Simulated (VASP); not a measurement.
# BN (F-43m) in VASP: notebook, part 2 of 2

VASP 6.6.1. The steps go on from the part before.

### Step 4. Vibrations by perturbation theory, LDA

This run uses another cell than the first one, of 5.78 Å³/atom, 1.029 times its volume.

INCAR

```
PREC     = Accurate       # precision mode
ENCUT    = 520            # plane-wave cutoff, eV
EDIFF    = 1E-8           # SCF threshold, eV
ISMEAR   = 0              # smearing method
SIGMA    = 0.01           # smearing width, eV
LREAL    = False          # projectors in reciprocal space
LASPH    = True           # aspherical terms in the spheres
NELM     = 60             # most SCF steps
ALGO     = Normal         # electronic algorithm
ISIF     = 2              # what is computed and relaxed
LWAVE    = False          # write WAVECAR
LCHARG   = False          # write CHGCAR
IBRION   = 8              # ionic algorithm
NSW      = 1              # ionic steps
LEPSILON = True           # dielectric tensor by DFPT
```

KPOINTS

```
Automatic mesh
0
Gamma
  12 12 12
```

POSCAR

```
BN
1.0
    0.0000000000      1.7947797457      1.7947797457
    1.7947797457      0.0000000000      1.7947797457
    1.7947797457      1.7947797457      0.0000000000
B N
1 1
Direct
    0.0000000000      0.0000000000      0.0000000000
    0.7500000000      0.7500000000      0.7500000000
```

Potentials or basis: VASP PAW LDA potentials, release 64 (B, N).

Run with:

```bash
$ cat potpaw_LDA.64/B/POTCAR potpaw_LDA.64/N/POTCAR > POTCAR
$ mpirun -np 1 vasp_std > vasp.out
```

OUTCAR:

```text
PREC = Accurate
   ENCUT = 520
   EDIFF = 1E-8
   ISMEAR = 0
   LREAL = False
   LASPH = True
   NELM = 60
   ISIF = 2
   IBRION = 8
   NSW = 1
   LEPSILON = True

 ion  position               nearest neighbor table
   1  0.000  0.000  0.000-   2 1.55   2 1.55   2 1.55   2 1.55
   2  0.750  0.750  0.750-   1 1.55   1 1.55   1 1.55   1 1.55

  LATTYP: Found a face centered cubic cell.
 ALAT       =     3.5895594914

  Lattice vectors:

 A1 = (   0.0000000000,   1.7947797457,   1.7947797457)
 A2 = (   1.7947797457,   0.0000000000,   1.7947797457)
 A3 = (   1.7947797457,   1.7947797457,   0.0000000000)

Analysis of symmetry for initial positions (statically):
=====================================================================
 Subroutine PRICEL returns:
 Original cell was already a primitive cell.

 Routine SETGRP: Setting up the symmetry group for a
 face centered cubic supercell.

 Subroutine GETGRP returns: Found 24 space group operations
 (whereof 24 operations were pure point group operations)
 out of a pool of 48 trial point group operations.

The static configuration has the point symmetry T_d .

Analysis of symmetry for dynamics (positions and initial velocities):
=====================================================================
 Subroutine PRICEL returns:
 Original cell was already a primitive cell.

 Routine SETGRP: Setting up the symmetry group for a
 face centered cubic supercell.

 Subroutine GETGRP returns: Found 24 space group operations
 (whereof 24 operations were pure point group operations)
 out of a pool of 48 trial point group operations.

The dynamic configuration has the point symmetry T_d .

 Subroutine INISYM returns: Found 24 space group operations
 (whereof 24 operations are pure point group operations),
 and found     1 'primitive' translations

----------------------------------------------------------------------------------------

                                     Primitive cell

  volume of cell :      11.5628

  direct lattice vectors                    reciprocal lattice vectors
     0.000000000  1.794779746  1.794779746    -0.278585716  0.278585716  0.278585716
     1.794779746  0.000000000  1.794779746     0.278585716 -0.278585716  0.278585716
     1.794779746  1.794779746  0.000000000     0.278585716  0.278585716 -0.278585716

  length of vectors
     2.538201858  2.538201858  2.538201858     0.482524614  0.482524614  0.482524614

  position of ions in fractional coordinates (direct lattice)
     0.000000000  0.000000000  0.000000000
     0.750000000  0.750000000  0.750000000

  ion indices of the primitive-cell ions
[... 451 lines left out ...]
 -----------------------------------------------------------------------------
    -0.00048  1.02839  0.00000
     1.02839 -0.00048  0.00000
     0.00000  0.00000  0.00038

--------------------------------------- Ionic step        4  -------------------------------------------

------------------------ aborting loop because EDIFF is reached ----------------------------------------

[... ionic steps 5 to 6 ...]

--------------------------------------- Ionic step        7  -------------------------------------------

 Free energy of the ion-electron system (eV)
  ---------------------------------------------------
  ---------------------------------------------------
  free energy    TOTEN  =        -0.22702116 eV

  energy without entropy =       -0.22702116

------------------------ aborting loop because EDIFF is reached ----------------------------------------

 INTERNAL STRAIN TENSOR  FOR ION    2  DIRECTION 1   (eV/Angst):
 -----------------------------------------------------------------------------
     0.01179  0.00000  0.00000
     0.00000 -0.00470  2.50412
     0.00000  2.50412 -0.00470

 MACROSCOPIC STATIC DIELECTRIC TENSOR (including local field effects in DFT)
 ------------------------------------------------------
           4.570798    -0.000000     0.000000
           0.000000     4.570798    -0.000000
          -0.000000    -0.000000     4.570798
 ------------------------------------------------------

 PIEZOELECTRIC TENSOR (including local field effects)  for field in x, y, z        (e  Angst)
          XX          YY          ZZ          XY          YZ          ZX
  --------------------------------------------------------------------------------
  x     0.00000    -0.00000     0.00000     0.00000     0.74275     0.00000
  y     0.00000    -0.00000     0.00000     0.00000     0.00000     0.74275
  z    -0.00000     0.00000     0.00000     0.74275     0.00000     0.00000

 PIEZOELECTRIC TENSOR (including local field effects)  for field in x, y, z        (C/m^2)
          XX          YY          ZZ          XY          YZ          ZX
  --------------------------------------------------------------------------------
  x     0.00000    -0.00000     0.00000     0.00000     1.02918     0.00000
  y     0.00000    -0.00000     0.00000     0.00000     0.00000     1.02918
  z    -0.00000     0.00000     0.00000     1.02918     0.00000     0.00000

 BORN EFFECTIVE CHARGES (including local field effects) (in |e|, cummulative output)
 ---------------------------------------------------------------------------------
 ion    1
    1     1.87653    -0.00000    -0.00000
    2     0.00000     1.87653     0.00000
    3     0.00000     0.00000     1.87653
 ion    2
    1    -1.87653     0.00000     0.00000
    2    -0.00000    -1.87653    -0.00000
    3     0.00000    -0.00000    -1.87653

 INTERNAL STRAIN TENSOR FOR ION    2 for displacements in x,y,z  (eV/Angst):
          X           Y           Z          XY          YZ          ZX
  --------------------------------------------------------------------------------
  x     0.00000    -0.00000    -0.00000     0.00000     2.50412     0.00000
  y     0.00000     0.00000     0.00000     0.00000     0.00000     2.50412
  z    -0.00000    -0.00000     0.00000     2.50412     0.00000     0.00000

 SECOND DERIVATIVES (NOT SYMMETRIZED)
 ------------------------------------
               1X          1Y          1Z          2X          2Y          2Z
  1X   -25.232864    0.000000    0.000000   25.232864    0.000000    0.000000
  1Y     0.000000  -25.232864    0.000000    0.000000   25.232864    0.000000
  1Z     0.000000    0.000000  -25.232864    0.000000    0.000000   25.232864
  2X    25.223635    0.000000    0.000000  -25.223635    0.000000    0.000000
  2Y     0.000000   25.223635    0.000000    0.000000  -25.223635    0.000000
  2Z     0.000000    0.000000   25.223635    0.000000    0.000000  -25.223635

 Eigenvectors and eigenvalues of the dynamical matrix
 ----------------------------------------------------

   1 f  =   31.791998 THz   199.755014 2PiTHz 1060.466899 cm-1   131.481079 meV
             X         Y         Z           dx          dy          dz
      0.000000  0.000000  0.000000     0.751248   -0.000000    0.000000
      2.692170  2.692170  2.692170    -0.660020    0.000000    0.000000
[... 21 lines left out ...]
   6 f/i=    0.002883 THz     0.018117 2PiTHz    0.096181 cm-1     0.011925 meV
             X         Y         Z           dx          dy          dz
      0.000000  0.000000  0.000000     0.615419   -0.238508    0.000000
      2.692170  2.692170  2.692170     0.700482   -0.271475    0.000000

--------------------------------------------------------------------------------------------------------

 MACROSCOPIC STATIC DIELECTRIC TENSOR IONIC CONTRIBUTION
 ------------------------------------------------------
           2.184363    -0.000000    -0.000000
          -0.000000     2.184363     0.000000
          -0.000000     0.000000     2.184363
 ------------------------------------------------------

 ELASTIC MODULI CONTR FROM IONIC RELAXATION (kBar)
 Direction    XX          YY          ZZ          XY          YZ          ZX
 --------------------------------------------------------------------------------
 XX          -0.0000     -0.0000      0.0000      0.0000     -0.0000     -0.0000
 YY          -0.0000     -0.0000     -0.0000      0.0000      0.0000     -0.0000
 ZZ           0.0000     -0.0000     -0.0000     -0.0000      0.0000     -0.0000
 XY           0.0000      0.0000     -0.0000    -32.1781      0.0000      0.0000
 YZ          -0.0000      0.0000      0.0000      0.0000    -32.1781      0.0000
 ZX          -0.0000     -0.0000     -0.0000      0.0000      0.0000    -32.1781
 --------------------------------------------------------------------------------

 PIEZOELECTRIC TENSOR IONIC CONTR  for field in x, y, z        (C/m^2)
          XX          YY          ZZ          XY          YZ          ZX
  --------------------------------------------------------------------------------
  x    -0.00000     0.00000     0.00000     0.00000    -0.24947     0.00000
  y    -0.00000    -0.00000    -0.00000    -0.00000    -0.00000    -0.24947
  z     0.00000     0.00000    -0.00000    -0.24947     0.00000    -0.00000
```

It took 2.1 min on 1 thread of AMD EPYC 7R13 (Zen 3), shared host; peak memory 0.15 GiB.

What came out:

| Item | Value |
| --- | --- |
| Electronic dielectric tensor (diagonal) | 4.57 |
| Born charges (mean of the diagonal) | B +1.88; N -1.88 e |
| Highest phonon frequency at Γ, LO-TO splitting left out | 1060 cm⁻¹ |

Phonon frequencies in cm⁻¹ (negative: imaginary):
```tsv
q point	frequencies
(0.000, 0.000, 0.000)	0 0 0 1060 1060 1060
```

Electronic dielectric tensor:
```
4.57 0.00 0.00
0.00 4.57 0.00
0.00 0.00 4.57
```

Born effective charge tensors (e):
atom 1, B
```
1.88 0.00 0.00
0.00 1.88 0.00
0.00 0.00 1.88
```
atom 2, N
```
-1.88  0.00  0.00
 0.00 -1.88  0.00
 0.00  0.00 -1.88
```

Caveat: the cell wasn't relaxed at this level first, which shifts response properties.
